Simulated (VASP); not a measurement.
Set up this calculation in VASP 6.6.1, as the native input.

```yaml
Task: single point
Functional: PBE0
Potentials_or_basis: VASP PAW PBE potentials, release 64 (In_d)
Cutoff: 520 eV
k_mesh: 4 × 4 × 4
Occupations: fermi-dirac, width 0.05 eV
Spin: no spin polarisation
Dipole_correction: no
Grid_for_exact_exchange_PRECFOCK: Normal
Further_INCAR_settings: ALGO = Normal; EDIFF = 1e-07; NBANDS = 20
Share_of_exact_exchange: 0.25
```

The system is In.

```
In
1.0
     3.29041    0.00000    0.00000
    -1.64520    2.84957    0.00000
     0.00000    0.00000    5.43469
In
2
Cartesian
  1.6452 0.9499 4.0760
  0.0000 1.8997 1.3587
```

This isn't the form of In at room conditions, which is tetragonal.

The input as run:

POSCAR

```
In
1.0
    3.2904051372      0.0000000000      0.0000000000
   -1.6452025686      2.8495744376      0.0000000000
    0.0000000000      0.0000000000      5.4346859154
In
2
Direct
    0.6666666667      0.3333333333      0.7500000000
    0.3333333333      0.6666666667      0.2500000000
```

INCAR.step1

```
SYSTEM = In
PREC = Accurate
ENCUT = 520
EDIFF = 1E-5
ISMEAR = -1
SIGMA = 0.05
LREAL = .FALSE.
LASPH = .TRUE.
NELM = 80
ALGO = Normal
ISIF = 2
LWAVE = .TRUE.
LCHARG = .FALSE.
NBANDS = 20
GGA = PE
```

INCAR.step2

```
SYSTEM = In
PREC = Accurate
ENCUT = 520
EDIFF = 1E-7
ISMEAR = -1
SIGMA = 0.05
LREAL = .FALSE.
LASPH = .TRUE.
NELM = 80
ALGO = Normal
ISIF = 2
LWAVE = .FALSE.
LCHARG = .FALSE.
GGA = PE
LHFCALC = .TRUE.
AEXX = 0.25
PRECFOCK = Normal
NBANDS = 20
ISTART = 1
```

KPOINTS

```
regular mesh
0
G
  4 4 4
  0 0 0
```

Potentials or basis: VASP PAW PBE potentials, release 64 (In_d).

Run with:

```sh
$ cat potpaw_PBE.64/In_d/POTCAR > POTCAR
$ cp INCAR.step1 INCAR
$ mpirun -np 1 vasp_std > vasp.out
$ cp INCAR.step2 INCAR
$ mpirun -np 1 vasp_std > vasp.out
```

It gave:

The pressure is 3.9 GPa. The band gap on the k mesh is zero (bands 13 and 14 overlap by 7.26 eV).

Caveat: the k points lie up to 0.55 Å⁻¹ apart, too coarse for converged energies and pressures of a metal; the PAW data sets were made with another functional, which shifts forces and pressure a little; spin-orbit coupling is left out, which moves the levels of the heavy elements.

Run time: 47 min on 1 thread of Intel Xeon 8259CL, with other jobs on the host, peak memory 0.17 GiB.
